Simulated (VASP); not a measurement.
KF (zincblende type), 2 atoms in the cell. The structure is cubic, space group F-43m (No. 216). Conventional cell: a = 5.869 Å, b = 5.869 Å, c = 5.869 Å, α = 90.00°, β = 90.00°, γ = 90.00°. Within 3.4 Å of K (site symmetry -43m) lie 4 F at 2.54 Å. F (site symmetry -43m) has 4 K at 2.54 Å within 3.4 Å. 

```yaml
Program: VASP 6.6.1
Task: electric field gradients
Functional: PBE
Potentials_or_basis: VASP PAW PBE potentials, release 64 (K_sv, F)
Cutoff: 520 eV
k_mesh: 11 × 11 × 11
Occupations: fermi-dirac, width 0.05 eV
Spin: no spin polarisation
Dipole_correction: no
Further_INCAR_settings: ALGO = Normal; EDIFF = 1e-08; NBANDS = 15
```

Potentials or basis: VASP PAW PBE potentials, release 64 (K_sv, F).

Command:

```console
$ cat potpaw_PBE.64/K_sv/POTCAR potpaw_PBE.64/F/POTCAR > POTCAR
$ mpirun -np 1 vasp_std > vasp.out
```

Hardware: 1 thread of Intel(R) Xeon(R) Platinum 8488C (Sapphire Rapids) (shared host).

Task: How long does it take, and how much memory?

Result: Wall time 37 s on 1 thread of Intel(R) Xeon(R) Platinum 8488C (Sapphire Rapids), with other jobs on the host, peak memory 0.19 GiB. Counts: scf iterations 16, k points 56.
